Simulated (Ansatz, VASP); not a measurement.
# Two plane-wave programs on Sb

The input POSCAR:

```
Sb
1.0
    2.1684666409      1.2519647989      3.7828881425
   -2.1684666409      1.2519647989      3.7828881425
    0.0000000000     -2.5039295978      3.7828881425
Sb
2
Direct
    0.7665100000      0.7665100000      0.7665100000
    0.2334900000      0.2334900000      0.2334900000
```

INCAR.step1

```
SYSTEM = Sb
PREC = Accurate ; ENCUT = 400
EDIFF = 1E-5 ; ISMEAR = -1
SIGMA = 0.05 ; LREAL = .False.
LASPH = .True. ; NELM = 120
ALGO = Normal ; ISIF = 2
LWAVE = .True. ; LCHARG = .False.
NBANDS = 22 ; GGA = PE
GGA_COMPAT = .False.
```

File INCAR.step2:

```
SYSTEM = Sb
PREC = Accurate ; ENCUT = 400
EDIFF = 1E-6 ; ISMEAR = -1
SIGMA = 0.05 ; LREAL = .False.
LASPH = .True. ; NELM = 120
ALGO = Normal ; ISIF = 2
LWAVE = .False. ; LCHARG = .False.
GGA = B5 ; LHFCALC = .True.
AEXX = 0.2 ; AGGAX = 0.72
AGGAC = 0.81 ; ALDAC = 0.19
PRECFOCK = Normal ; NBANDS = 22
ISTART = 1 ; GGA_COMPAT = .False.
```

File KPOINTS:

```
regular mesh
0
Gamma
  4 4 4
  0 0 0
```

Contents of input.yaml:

```yaml
crystal:
  lattice:
    - [2.1684666409, 1.2519647989, 3.7828881425]
    - [-2.1684666409, 1.2519647989, 3.7828881425]
    - [0.0, -2.5039295978, 3.7828881425]
  atoms:
    - { symbol: Sb, position: [0.76651, 0.76651, 0.76651] }
    - { symbol: Sb, position: [0.23349, 0.23349, 0.23349] }
hamiltonian:
  xc: b3lyp5
  pseudopotentials: { kind: paw }
kpoints:
  mp_grid: { grid: [4, 4, 4] }
scf:
  occupations: { method: fermi_dirac, width: 0.05 }
output:
  forces: true
  stress: true
  eigenvalues: true
```

Alike in both runs: task single point; functional B3LYP5; k mesh 4 × 4 × 4; occupations fermi-dirac, width 0.05 eV; no spin polarisation.

|  | VASP | Ansatz |
| --- | --- | --- |
| version | VASP 6.6.1 | Ansatz 0.2.0 |
| potentials or method | VASP PAW PBE potentials, release 64 (Sb_d_GW) | Ansatz PAW |
| plane-wave cutoff (eV) | 400 | 420 |
| valence electrons in the cell | 30 | 30 |

Ansatz gave:

- gap on the k mesh at the Fermi level (eV): 0.76
- least direct gap on the mesh (eV): 0.87
- rms of the force components (eV/Å): 0.277

Problem. Which values does VASP return?

Solution. gap on the k mesh at the Fermi level (eV): 0.83; least direct gap on the mesh (eV): 0.94; rms of the force components (eV/Å): 0.261.

VASP's potentials were made for PBE, not for B3LYP5. Atom by atom the forces differ by 0.016 eV/Å (rms over components). With one functional, cell and mesh, what is left measures potentials, basis and numerics.

The k mesh is coarse, so the values compare programs but aren't converged. Spin-orbit coupling is off throughout.
